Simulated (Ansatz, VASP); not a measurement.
Given: the input of a run of VASP 6.6.1 on BAs.

INCAR

```
SYSTEM = BAs
PREC = Accurate
ENCUT = 500
EDIFF = 1E-6
ISMEAR = -1
SIGMA = 0.05
LREAL = .False.
LASPH = .True.
NELM = 120
ALGO = Normal
ISIF = 2
LWAVE = .False.
LCHARG = .False.
GGA = PE
NBANDS = 11
GGA_COMPAT = .False.
```

File KPOINTS:

```
Automatic mesh
0
Gamma
  9 9 9
  0 0 0
```

Contents of POSCAR:

```
BAs
1.0
    2.8744680898      0.0000000000      0.0000000000
    0.0000000000      2.8744680898      0.0000000000
    0.0000000000      0.0000000000      2.8744680898
B As
1 1
Direct
    0.5000000000      0.5000000000      0.5000000000
    0.0000000000      0.0000000000      0.0000000000
```

Potentials or basis: VASP PAW PBE potentials, release 64 (B, As).

Launch:

```console
$ cat potpaw_PBE.64/B/POTCAR potpaw_PBE.64/As/POTCAR > POTCAR
$ mpirun -np 1 vasp_std > vasp.out
```

Translate it to Ansatz 0.2.0. Potentials there: Ansatz PAW soft_1.

As run (the cutoff follows the program's own potentials):

The input input.yaml:

```yaml
crystal:
  lattice:
    - [2.8744680898, 0.0, 0.0]
    - [0.0, 2.8744680898, 0.0]
    - [0.0, 0.0, 2.8744680898]
  atoms:
    - { symbol: B, position: [0.5, 0.5, 0.5] }
    - { symbol: As, position: [0.0, 0.0, 0.0] }
hamiltonian:
  xc: pbe
  pseudopotentials: { kind: paw, azcp: { folder: soft_1 } }
kpoints:
  mp_grid: { grid: [9, 9, 9] }
scf:
  occupations: { method: fermi_dirac, width: 0.05 }
output:
  forces: true
  stress: true
  eigenvalues: true
```

Potentials or basis: Ansatz PAW soft_1.

The run is started by

```bash
$ ansatz run input.yaml --threads 1 --pin off --max-ram 3584MiB --backend cpu --events-out ev --progress --plain --runs-dir out
```

Both were run:

|  | VASP | Ansatz | Ansatz less VASP |
| --- | --- | --- | --- |
| gap on the k mesh at the Fermi level (eV) | none | none | - |
| pressure (GPa) | 7.9 | 7.6 | -0.28 |

A gap of «none» marks a metal or a gap that the smearing closes. With one functional, cell and mesh, what is left measures potentials, basis and numerics. VASP's potentials hold 8 valence electrons a cell and Ansatz's 18, so a difference there can come from the potentials and not from the codes.
